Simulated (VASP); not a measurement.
Runs of VASP 6.6.1 on TaSi2. The structure is that of space group P6_222 (No. 180), or close to it. The cells are those of the table. 

```csv
cell,gap on the mesh (eV),pressure (GPa),largest force (eV/Å)
"a = 4.999, b = 4.999, c = 6.556 Å, angles 90.0, 90.0, 120.0°, 9 atoms",none,(a),0.06
"a = 4.880, b = 4.880, c = 6.392 Å, angles 90.0, 90.0, 120.0°, 9 atoms",none,(c),0.12
"a = 4.880, b = 4.880, c = 6.228 Å, angles 90.0, 90.0, 120.0°, 9 atoms",none,4.1,0.19
"a = 4.880, b = 4.880, c = 6.720 Å, angles 90.0, 90.0, 120.0°, 9 atoms",none,(b),0.02
"a = 4.761, b = 4.761, c = 6.884 Å, angles 90.0, 90.0, 120.0°, 9 atoms",none,-8.9,0.15
"a = 4.761, b = 4.761, c = 6.720 Å, angles 90.0, 90.0, 120.0°, 9 atoms",none,-4.8,0.09
"a = 4.999, b = 4.999, c = 6.392 Å, angles 90.0, 90.0, 120.0°, 9 atoms",none,-9.3,0.11
"a = 4.880, b = 4.880, c = 6.556 Å, angles 90.0, 90.0, 120.0°, 9 atoms",none,-7.8,0.05
```

Alike in all rows: task single point; level PBEsol; potentials or basis VASP PAW PBE potentials, release 64 (Ta_pv, Si); no spin polarisation; k mesh 12 × 12 × 6; cutoff (eV) 520; smearing gaussian 0.15 eV.

Estimate the missing entries.

(a) -14.0; (b) -12.3; (c) -2.4.

Caveats: the PAW data sets were made with another functional, which shifts forces and pressure a little; spin-orbit coupling is left out, which moves the levels of the heavy elements; the stress differs along the axes, from -17 to -7 GPa (at least some runs); the stress differs along the axes, from -8 to 8 GPa (at least some runs); the stress differs along the axes, from -6 to 23 GPa (at least some runs); the cell stands under tension (at least some runs); the stress differs along the axes, from -19 to -4 GPa (at least some runs).

A k mesh can miss the band edges, and the runs leave out spin-orbit coupling on Ta.

A gap of «none» marks levels without a gap at the run's occupations.
